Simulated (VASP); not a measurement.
Set up this calculation in VASP 6.6.1, as the native input.

```
Task                   : electric field gradients
Functional             : PBE
Potentials or basis    : VASP PAW PBE potentials, release 64 (W_sv, C_h)
Cutoff                 : 910 eV
k mesh                 : 13 × 13 × 12
Occupations            : fermi-dirac, width 0.05 eV
Spin                   : no spin polarisation
Dipole correction      : no
Second run             : hard_potentials
Further INCAR settings : ALGO = Normal; EDIFF = 1e-08; NBANDS = 16
```

The structure of WC lies in POSCAR:

```
WC
1.0
    2.9005014360      0.0000000000      0.0000000000
   -1.4502507180      2.5119079273      0.0000000000
    0.0000000000      0.0000000000      2.8290000000
W C
1 1
Direct
    0.0000000000      0.0000000000      0.0000000000
    0.6666666667      0.3333333333      0.5000000000
```

The input as run:

INCAR

```
SYSTEM = WC
ALGO     = Normal         ! electronic algorithm
EDIFF    = 1E-8           ! SCF threshold, eV
ENCUT    = 910            ! plane-wave cutoff, eV
GGA      = PE             ! functional
GGA_COMPAT= .FALSE.      
ISIF     = 2              ! what is computed and relaxed
ISMEAR   = -1             ! smearing method
LASPH    = .TRUE.         ! aspherical terms in the spheres
LCHARG   = .FALSE.        ! write CHGCAR
LEFG     = .TRUE.       
LREAL    = .FALSE.        ! projectors in reciprocal space
LWAVE    = .FALSE.        ! write WAVECAR
NBANDS   = 16             ! bands
NELM     = 120            ! most SCF steps
PREC     = Accurate       ! precision mode
SIGMA    = 0.05           ! smearing width, eV
```

KPOINTS

```
k-points
0
G
  13 13 12
  0 0 0
```

Potentials or basis: VASP PAW PBE potentials, release 64 (W_sv, C_h).

The run is started by

```bash
$ cat potpaw_PBE.64/W_sv/POTCAR potpaw_PBE.64/C_h/POTCAR > POTCAR
$ mpirun -np 1 vasp_std > vasp.out
```

Results of the run:

- Pressure: 9.4 GPa
- Band gap on the k mesh: zero (band 9 reaches 12.20 eV, above the bottom of band 10 at 10.92 eV)

Caveat: the cutoff is under 1.25 times the usual one of these potentials, so pressure, stress and relaxed cells hold a basis-set (Pulay) error; without QUAD_EFG the Cq values of the log hold for a quadrupole moment of 1 mb, not for the nuclei; spin-orbit coupling is left out, which moves the levels of the heavy elements.

Run time: 68 s on 1 thread of Intel(R) Xeon(R) Platinum 8375C CPU @ 2.90GHz (Ice Lake), with other jobs on the host, peak memory 0.25 GiB.
